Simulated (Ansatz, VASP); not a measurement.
# ZnO in VASP and in Ansatz

```
Zn O
1.0
     3.24940    0.00000    0.00000
    -1.62470    2.81406    0.00000
     0.00000    0.00000    5.20380
Zn O
2 2
Direct
  0.33333 0.66667 0.00000
  0.66667 0.33333 0.50000
  0.33333 0.66667 0.38300
  0.66667 0.33333 0.88300
```

Alike in both runs: task single point; functional LDA; k mesh 6 × 6 × 4; occupations gaussian, width 0.1 eV; no spin polarisation.

|  | VASP | Ansatz |
| --- | --- | --- |
| version | VASP 6.6.1 | Ansatz 0.2.0 |
| potentials or method | VASP PAW LDA potentials, release 64 (Zn, O_h), cutoff 910 eV | scalar-relativistic, plane waves, PAW |
| valence electrons in the cell | 36 | 36 |

Ansatz gave:

| Quantity | Value |
| --- | --- |
| gap on the k mesh at the Fermi level (eV) | 0.73 |
| least direct gap on the mesh (eV) | 0.73 |
| rms of the force components (eV/Å) | 0.037 |

Q: What did VASP give for the same quantities?

A: gap on the k mesh at the Fermi level (eV): 0.74; least direct gap on the mesh (eV): 0.74; rms of the force components (eV/Å): 0.039.

Ansatz warns that its potentials were made for another functional, while VASP's fit it. LDA's correlation is that of Perdew and Zunger in VASP and of Perdew and Wang (1992) in Ansatz. Atom by atom the forces differ by 0.002 eV/Å (rms over components).

Noted on VASP's run: the cutoff is short for stress, so the pressure is rough.
